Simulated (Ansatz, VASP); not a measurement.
# Two plane-wave programs on V

POSCAR

```
V
1.0
   -1.4947051783      1.4947051783      1.4947051783
    1.4947051783     -1.4947051783      1.4947051783
    1.4947051783      1.4947051783     -1.4947051783
V
1
Direct
    0.0000000000      0.0000000000      0.0000000000
```

INCAR.step1

```
  PREC = Accurate
  ENCUT = 600
  ISMEAR = 0
  SIGMA = 0.1
  LREAL = F
  LASPH = T
  NELM = 60
  GGA = PE
  ALGO = Normal
  EDIFF = 1E-4
  LWAVE = T
  LCHARG = F
```

Contents of INCAR.step2:

```
  PREC = Accurate
  ENCUT = 600
  EDIFF = 1E-7
  ISMEAR = 0
  SIGMA = 0.1
  LREAL = F
  LASPH = T
  NELM = 60
  ALGO = Normal
  ISIF = 3
  LWAVE = F
  LCHARG = F
  METAGGA = R2SCAN
  LMIXTAU = T
  IBRION = 2
  NSW = 100
  EDIFFG = -0.002
  ISTART = 1
```

File KPOINTS:

```
regular mesh
0
Gamma
  26 26 26
```

Input for Ansatz:

```yaml
crystal:
  lattice:
    - [-1.4947051783, 1.4947051783, 1.4947051783]
    - [1.4947051783, -1.4947051783, 1.4947051783]
    - [1.4947051783, 1.4947051783, -1.4947051783]
  atoms:
    - { symbol: V, position: [0.0, 0.0, 0.0] }
basis:
  ecutwfc: 600.0
kpoints:
  mp_grid: { grid: [26, 26, 26] }
hamiltonian:
  xc: r2scan
  pseudopotentials: { kind: paw, azcp: { folder: soft_1 } }
scf:
  occupations: { method: gaussian, width: 0.1 }
output:
  forces: true
  stress: true
  eigenvalues: true
relax:
  adjacent_minimum: "off"
  f_tol: 0.002
  max_steps: 80
  cell: { stress_tol: 0.02 }
```

Alike in both runs: task relaxation of cell and atoms; functional r2SCAN; k mesh 26 × 26 × 26; occupations gaussian, width 0.1 eV; no spin polarisation.

|  | VASP | Ansatz |
| --- | --- | --- |
| version | VASP 6.6.1 | Ansatz 0.2.0 |
| potentials or method | VASP PAW PBE potentials, release 64 (V_sv), cutoff 600 eV | scalar-relativistic, plane waves, PAW |
| valence electrons in the cell | 13 | 13 |

VASP gave:

* gap on the k mesh at the Fermi level, each at its own relaxed structure (eV): none
* relaxed volume (Å³/atom): 13.31
* relaxed cell length with the largest relative difference (Å): 2.586

Estimate Ansatz's values.

gap on the k mesh at the Fermi level, each at its own relaxed structure (eV): none; relaxed volume (Å³/atom): 13.29; relaxed cell length with the largest relative difference (Å): 2.584.

VASP's potentials were made for PBE, not for r2SCAN. A gap of «none» marks a metal or a gap that the smearing closes.
